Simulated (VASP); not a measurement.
# I (I4/mmm) in VASP: single point with PBEsol

Aim: the single point of I with PBEsol.

Everything below comes from runs of VASP 6.6.1. Logs are shortened: lines on timing, memory, paths and dates and some standing lists are left out, and cuts for length are marked.

### 1 The cell of the first run

The structure is tetragonal, space group I4/mmm (No. 139). The conventional cell has a = 3.281 Å, b = 3.281 Å, c = 7.883 Å, α = 90.00°, β = 90.00°, γ = 90.00°. I (site symmetry 4/mmm) has 4 I at 3.28 Å within 4.3 Å.

### 2 Single point, PBEsol (strained)

The input, INCAR:

```
  ALGO = Normal
  EDIFF = 1E-6
  ENCUT = 520
  GGA = PS
  ISIF = 2
  ISMEAR = 0
  LASPH = T
  LCHARG = T
  LELF = T
  LREAL = F
  LVHAR = T
  LWAVE = F
  NBANDS = 10
  NELM = 80
  PREC = Accurate
  SIGMA = 0.1
```

The input, KPOINTS:

```
k-points
0
Gamma
  18 18 18
```

The input, POSCAR:

```
I
1.0
   -1.6404077006      1.6404077006      3.9414929055
    1.6404077006     -1.6404077006      3.9414929055
    1.6404077006      1.6404077006     -3.9414929055
I
1
Direct
    0.0000000000      0.0000000000      0.0000000000
```

Potentials or basis: VASP PAW PBE potentials, release 64 (I).

Command:

```sh
> cat potpaw_PBE.64/I/POTCAR > POTCAR
> mpirun -np 1 vasp_std > vasp.out
```

OUTCAR:

```text
EDIFF = 1E-6
   ENCUT = 520
   GGA = PS
   ISIF = 2
   ISMEAR = 0
   LASPH = T
   LREAL = F
   NELM = 80
   PREC = Accurate

 ion  position               nearest neighbor table
   1  0.000  0.000  0.000-

  LATTYP: Found a body centered tetragonal cell.
 ALAT       =     3.2808154012
 C/A-ratio  =     2.4027520135

  Lattice vectors:

 A1 = (  -1.6404077006,   1.6404077006,   3.9414929055)
 A2 = (   1.6404077006,  -1.6404077006,   3.9414929055)
 A3 = (   1.6404077006,   1.6404077006,  -3.9414929055)

Analysis of symmetry for initial positions (statically):
=====================================================================
 Subroutine PRICEL returns:
 Original cell was already a primitive cell.

 Routine SETGRP: Setting up the symmetry group for a
 body centered tetragonal supercell.

 Subroutine GETGRP returns: Found 16 space group operations
 (whereof 16 operations were pure point group operations)
 out of a pool of 16 trial point group operations.

The static configuration has the point symmetry D_4h.

Analysis of symmetry for dynamics (positions and initial velocities):
=====================================================================
 Subroutine PRICEL returns:
 Original cell was already a primitive cell.

 Routine SETGRP: Setting up the symmetry group for a
 body centered tetragonal supercell.

 Subroutine GETGRP returns: Found 16 space group operations
 (whereof 16 operations were pure point group operations)
 out of a pool of 16 trial point group operations.

The dynamic configuration has the point symmetry D_4h.

 Subroutine INISYM returns: Found 16 space group operations
 (whereof 16 operations are pure point group operations),
 and found     1 'primitive' translations

----------------------------------------------------------------------------------------

                                     Primitive cell

  volume of cell :      42.4252

  direct lattice vectors                    reciprocal lattice vectors
    -1.640407701  1.640407701  3.941492906     0.000000000  0.304802276  0.126855486
     1.640407701 -1.640407701  3.941492906     0.304802276  0.000000000  0.126855486
     1.640407701  1.640407701 -3.941492906     0.304802276  0.304802276  0.000000000

  length of vectors
     4.573537053  4.573537053  4.573537053     0.330146546  0.330146546  0.431055512

  position of ions in fractional coordinates (direct lattice)
     0.000000000  0.000000000  0.000000000

  ion indices of the primitive-cell ions
   primitive index   ion index
                 1           1

----------------------------------------------------------------------------------------

 KPOINTS: k-points

Automatic generation of k-mesh.
 Grid dimensions read from file:
 generate k-points for:   18   18   18

 Generating k-lattice:

  Cartesian coordinates                     Fractional coordinates (reciprocal lattice)
     0.000000000  0.016933460  0.007047527     0.055555556 -0.000000000  0.000000000
     0.016933460  0.000000000  0.007047527    -0.000000000  0.055555556  0.000000000
     0.016933460  0.016933460  0.000000000     0.000000000  0.000000000  0.055555556

  Length of vectors
     0.018341475  0.018341475  0.023947528

  Shift w.r.t. Gamma in fractional coordinates (k-lattice)
     0.000000000  0.000000000  0.000000000

 Subroutine IBZKPT returns following result:
 ===========================================

 Found    480 irreducible k-points:

 Following reciprocal coordinates:
            Coordinates               Weight
  0.000000  0.000000  0.000000      1.000000
  0.055556  0.000000 -0.000000      8.000000
  0.111111  0.000000 -0.000000      8.000000
  0.166667  0.000000  0.000000      8.000000
  0.222222  0.000000 -0.000000      8.000000
  0.277778  0.000000  0.000000      8.000000
[... 16 lines left out ...]
 -0.277778  0.055556  0.000000     16.000000
 -0.222222  0.055556  0.000000     16.000000
 [... further k-points ...]
   k-points           NKPTS =    480   k-points in BZ     NKDIM =    480   number of bands    NBANDS=     10
   number of dos      NEDOS =    301   number of ions     NIONS =      1
   total plane-waves  NPLWV =  46656
   dimension x,y,z NGX =    36 NGY =   36 NGZ =   36
   dimension x,y,z NGXF=    72 NGYF=   72 NGZF=   72
   ions per type =               1
   NGX,Y,Z   is equivalent  to a cutoff of  13.09, 13.09, 13.09 a.u.
   NGXF,Y,Z  is equivalent  to a cutoff of  26.17, 26.17, 26.17 a.u.
 SYSTEM =  unknown system
   PREC   = accura    normal or accurate (medium, high low for compatibility)
   ISTART =      0    job   : 0-new  1-cont  2-samecut
   ICHARG =      2    charge: 1-file 2-atom 10-const
   ISPIN  =      1    spin polarized calculation?
   LNONCOLLINEAR =      F non collinear calculations
   LSORBIT =      F    spin-orbit coupling
   LASPH  =      T    aspherical Exc in radial PAW
   ENCUT  =  520.0 eV  38.22 Ry    6.18 a.u.   8.50  8.50  8.50*2*pi/ulx,y,z
   NELM   =     80;   NELMIN=  2; NELMDL= -5     # of ELM steps
   EDIFF  = 0.1E-05   stopping-criterion for ELM
   LREAL  =      F    real-space projection
   EDIFFG = 0.1E-04   stopping-criterion for IOM
   NSW    =      0    number of steps for IOM
   IBRION =     -1    ionic relax: 0-MD 1-quasi-New 2-CG
   NFREE  =      0    steps in history (QN), initial steepest desc. (CG)
   ISIF   =      2    stress and relaxation
   ISYM   =      2    0-nonsym 1-usesym 2-fastsym
   POTIM  = 0.5000    time-step for ionic-motion
   TEBEG  =    0.0;   TEEND  =   0.0 temperature during run
   PSTRESS=    0.0 pullay stress
   NELECT =       7.0000    total number of electrons
   NUPDOWN=      -1.0000    fix difference up-down
   EMIN   =  10.00;   EMAX   =-10.00  energy-range for DOS
   EFERMI =   0.00;   METHOD = LEGACY
   ISMEAR =     0;   SIGMA  =   0.10  broadening in eV -4-tet -1-fermi 0-gaus
   EFERMI_NEDOS =   21; number of points for ismear=-14 and -15
   IALGO  =     38    algorithm
   IMIX   =      4    mixing-type and parameters
     AMIX     =   0.40;   BMIX     =  1.00
     AMIX_MAG =   1.60;   BMIX_MAG =  1.00
  volume/ion in A,a.u.               =      42.43       286.30
  Fermi-wavevector in a.u.,A,eV,Ry     =   0.897910  1.696804 10.969589  0.806242
  Thomas-Fermi vector in A             =   2.020553
   LORBIT       =      0    0 simple, 1 ext, 2 COOP (PROOUT), +10 PAW based schemes
   GGA     = PS    functional components
   LHFCALC =     F    Hartree Fock is set to
   AEXX    =    0.0000 exact exchange contribution
   IVDW    =     0    specifies the selected vdW correction
   LEPSILON=     F    determine dielectric tensor
   LRPA    =     F    only Hartree local field effects (RPA)
 non-spin polarized calculation
 Gauss-broadening in eV      SIGMA  =   0.10
  energy-cutoff  :      520.00
  volume of cell :       42.43
 maximum number of plane-waves:      1160
 NGX is ok and might be reduce to    36
   NGX = 17   NGY = 17   NGZ = 17

 number of electron       7.0000000 magnetization

 Free energy of the ion-electron system (eV)
  ---------------------------------------------------
  ext. energy  EPLUGINS =         0.00000000
  ---------------------------------------------------
  free energy    TOTEN  =        -1.64550180 eV

  energy without entropy =       -1.64174228  energy(sigma->0) =       -1.64362204

 E-fermi :   2.7247     XC(G=0):  -8.2517

 val. band max:        2.7145277775   @ k =   0.1111   0.1111  -0.0000
 cond. band min:       2.7300081372   @ k =  -0.2778  -0.3333   0.1667
 fundamental gap:      0.0154803597
 Fermi energy:         2.7247441559

 k-point     1 :       0.0000    0.0000    0.0000
  band No.  band energies     occupation
      1     -10.7399      2.00000
      2       1.1205      2.00000
      3       3.6588      0.00000
      4       3.6588      0.00000
      5       7.3793      0.00000
      6      10.3395      0.00000
      7      10.8609      0.00000
      8      14.9246      0.00000
      9      14.9246      0.00000
     10      15.0642      0.00000

 k-point     2 :       0.0556    0.0000   -0.0000
  band No.  band energies     occupation
      1     -10.7095      2.00000
      2       1.1181      2.00000
      3       3.3646      0.00000
      4       3.6794      0.00000
      5       7.4843      0.00000
      6      10.4874      0.00000
      7      11.0760      0.00000
      8      13.8353      0.00000
      9      14.9725      0.00000
     10      15.5070      0.00000

 k-point     3 :       0.1111    0.0000   -0.0000
  band No.  band energies     occupation
      1     -10.6199      2.00000
      2       1.1110      2.00000
      3       2.6414      1.76146
      4       3.7397      0.00000
      5       7.7518      0.00000
      6      10.6587      0.00000
      7      11.8518      0.00000
      8      12.7250      0.00000
      9      15.1146      0.00000
     10      15.7222      0.00000

 k-point     4 :       0.1667    0.0000    0.0000
  band No.  band energies     occupation
      1     -10.4761      2.00000
      2       1.0876      2.00000
      3       1.7532      2.00000
      4       3.8347      0.00000
      5       8.1131      0.00000
      6      10.8042      0.00000
      7      11.6878      0.00000
      8      13.1242      0.00000
      9      15.3444      0.00000
     10      16.0152      0.00000
[... 222 lines left out ...]
 k-point    22 :      -0.3333    0.0556    0.0000
  band No.  band energies     occupation
      1      -9.8233      2.00000
      2      -0.8605      2.00000
      3       1.3245      2.00000
      4       3.9677      0.00000
      5       8.4026      0.00000
      6      10.7606      0.00000
      7      11.8446      0.00000
      8      14.2859      0.00000
      9      15.5906      0.00000
     10      16.8235      0.00000

 k-point    23 :      -0.2778    0.0556    0.0000
  band No.  band energies     occupation
      1     -10.0506      2.00000
      2      -0.0934      2.00000
      3       1.3071      2.00000
      4       3.8279      0.00000
      5       8.5816      0.00000
      6      10.4656      0.00000
      7      11.5943      0.00000
      8      14.7035      0.00000
      9      15.1895      0.00000
     10      16.3242      0.00000

 k-point    24 :      -0.2222    0.0556    0.0000
  band No.  band energies     occupation
      1     -10.2684      2.00000
      2       0.7734      2.00000
      3       1.2997      2.00000
      4       3.6855      0.00000
      5       8.3855      0.00000
      6      10.8203      0.00000
      7      11.3770      0.00000
      8      14.3996      0.00000
      9      14.6153      0.00000
     10      16.1769      0.00000

 [... further k-points ...]

------------------------ aborting loop because EDIFF is reached ----------------------------------------

  FORCE on cell =-STRESS in cart. coord.  units (eV):
  Direction    XX          YY          ZZ          XY          YZ          ZX
  --------------------------------------------------------------------------------------
  -------------------------------------------------------------------------------------
  Total       -0.8923405     -0.8923405     -0.0973275      0.0000000      0.0000000      0.0000000
  in kB      -33.6989874    -33.6989874     -3.6755453      0.0000000      0.0000000      0.0000000
  external PRESSURE =     -23.6911734 kB  Pullay stress =       0.0000000 kB

 VOLUME and BASIS-vectors are now :
 -----------------------------------------------------------------------------
  energy-cutoff  :      520.00
  volume of cell :       42.43
      direct lattice vectors                 reciprocal lattice vectors
    -1.640407701  1.640407701  3.941492906     0.000000000  0.304802276  0.126855486
     1.640407701 -1.640407701  3.941492906     0.304802276  0.000000000  0.126855486
     1.640407701  1.640407701 -3.941492906     0.304802276  0.304802276  0.000000000

 POSITION                                       TOTAL-FORCE (eV/Angst)
 -----------------------------------------------------------------------------------
      0.00000      0.00000      0.00000         0.000000      0.000000     -0.000000
 -----------------------------------------------------------------------------------
    total drift:                                0.000000      0.000000      0.000000

  FREE ENERGIE OF THE ION-ELECTRON SYSTEM (eV)
  ---------------------------------------------------
  free  energy   TOTEN  =        -1.6455018031 eV

  energy  without entropy=       -1.6417422829  energy(sigma->0) =       -1.64362204
```

It took 79 s on 1 thread of Intel Xeon 6975P-C (Granite Rapids), shared host; peak memory 0.34 GiB.

What came out:

- Free energy: -1.6455 eV
- Pressure: -2.4 GPa
- Band gap on the k mesh: zero (an odd number of electrons rules out a gap without spin polarisation)

Stress tensor (GPa, compression positive):
```
-3.37  0.00  0.00
 0.00 -3.37  0.00
 0.00  0.00 -0.37
```

Caveat: the cell differs from its parent crystal (strained); the PAW data sets were made with another functional, which shifts forces and pressure a little; spin-orbit coupling is left out, which moves the levels of the heavy elements; an odd number of electrons without spin polarisation forces a metal; a magnetic or distorted state may lie lower.
